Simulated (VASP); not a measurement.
**TaRu: single point with LDA**

Crystal: TaRu.

```
Ta Ru
1.0
     3.00184    0.00000    0.00000
     0.00000    3.00184    0.00000
     0.00000    0.00000    3.36687
Ta Ru
1 1
Direct
  0.50000 0.50000 0.50000
  0.00000 0.00000 0.00000
```

```json
{"Program": "VASP 6.6.1", "Task": "single point", "Functional": "LDA", "Potentials or basis": "VASP PAW LDA potentials, release 64 (Ta_sv_GW, Ru_sv)", "Cutoff": "600 eV", "k mesh": "14 × 14 × 12", "Occupations": "gaussian, width 0.1 eV", "Spin": "no spin polarisation", "Dipole correction": "no", "Further INCAR settings": "ALGO = Normal; EDIFF = 1e-06; NBANDS = 22"}
```

```yaml
Pressure: 0.5 GPa
Band_gap_on_the_k_mesh: zero (an odd number of electrons rules out a gap without spin polarisation)
```

Levels at points of the mesh, in eV from the Fermi level:
```tsv
k point	band 10	band 11	band 12	band 13	band 14	band 15	band 16	band 17	band 18	band 19
(0.00, 0.00, 0.00)	-6.15	-5.89	-2.45	-2.45	-1.46	0.39	1.93	4.58	4.72	4.72
(0.50, 0.00, 0.00)	-4.34	-3.70	-2.67	-2.18	-1.99	-1.20	-0.78	0.50	1.95	2.53
(0.50, 0.50, 0.00)	-6.12	-4.81	-4.81	0.39	1.33	1.71	1.71	3.25	4.98	4.98
(0.00, 0.00, 0.50)	-4.88	-4.10	-2.70	-1.79	-1.79	-0.76	0.07	0.89	0.89	3.07
(0.50, 0.00, 0.50)	-5.96	-3.56	-3.54	-0.92	0.70	0.77	0.90	1.04	4.48	4.55
(0.50, 0.50, 0.50)	-3.43	-3.43	-3.37	-2.61	-2.61	-0.34	0.43	3.83	5.49	7.93
```

It took 2.9 min on 1 thread of Intel(R) Xeon(R) Platinum 8259CL CPU @ 2.50GHz (Skylake/Cascade Lake) (shared host), peak memory 0.32 GiB.

Caveat: spin-orbit coupling is left out, which moves the levels of the heavy elements.
